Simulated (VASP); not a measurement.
Na3H:

```
Na H
1.0
     4.05480    0.00000    0.00000
     0.00000    4.05480    0.00000
     0.00000    0.00000    4.05480
Na H
3 1
Direct
  0.00000 0.50000 0.50000
  0.50000 0.00000 0.50000
  0.50000 0.50000 0.00000
  0.00000 0.00000 0.00000
```

* Program: VASP 6.6.1
* Task: relaxation of cell and atoms
* Functional: PBE
* Potentials or basis: VASP PAW PBE potentials, release 64 (Na_pv, H)
* Cutoff: 600 eV
* k mesh: 4 × 4 × 4
* Occupations: gaussian, width 0.1 eV
* Spin: no spin polarisation

At the start: pressure 10.6 GPa; volume 16.67 Å³/atom.

Question: Where does the relaxation end?

Answer: Over 4 steps the energy falls by 222.2 meV/atom and the volume is 25.60 Å³/atom (+53.6 %); space group Pm-3m (No. 221, to 0.1 Å) before and after.

Step by step:
```tsv
step	energy change (eV)	largest force (eV/Å)	pressure (GPa)	volume (Å³)
1	0.0000	0.0000	10.61	66.67
2	-0.5379	0.0000	5.29	77.89
3	-0.8610	0.0000	1.13	95.53
4	-0.8887	0.0000	0.22	102.39
```

Final structure:
```yaml
crystal:
  lattice:
    - [4.67826, 0.00000, 0.00000]
    - [0.00000, 4.67826, 0.00000]
    - [0.00000, 0.00000, 4.67826]
  atoms:
    - { symbol: Na, position: [0.00000, 0.50000, 0.50000] }
    - { symbol: Na, position: [0.50000, 0.00000, 0.50000] }
    - { symbol: Na, position: [0.50000, 0.50000, 0.00000] }
    - { symbol: H, position: [0.00000, 0.00000, 0.00000] }
```

Caveat: the k points lie up to 0.34 Å⁻¹ apart in the final cell, too coarse for converged energies and pressures of a metal; the volume moved by over 15 % at a fixed basis, so the end points are rough.
